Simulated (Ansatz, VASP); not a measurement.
# F: VASP beside Ansatz

```
F
1.0
     1.93485    0.00000    0.00000
     0.00000    1.93485    0.00000
     0.00000    0.00000    1.93485
F
1
Direct
  0.00000 0.00000 0.00000
```

Change from the starting cell: volume scaled by 0.8, LAPW.

Alike in both runs: task single point; functional LDA; k mesh 17 × 17 × 17; occupations fermi-dirac, width 0.08 eV; no spin polarisation.

```csv
,VASP,Ansatz
version,VASP 6.6.1,Ansatz 0.2.0
potentials or method,"VASP PAW LDA potentials, release 64 (F), cutoff 520 eV","all-electron LAPW, scalar-relativistic"
```

VASP gave:

* pressure (GPa): 41.4

Problem. Which values does Ansatz return?

Solution. Pressure (GPa): 41.6.

LDA's correlation is that of Perdew and Zunger in VASP and of Perdew and Wang (1992) in Ansatz. Both programs put the cell under a high pressure, so it lies far from rest at this level. Ansatz ran all-electron here, and VASP with PAW potentials.
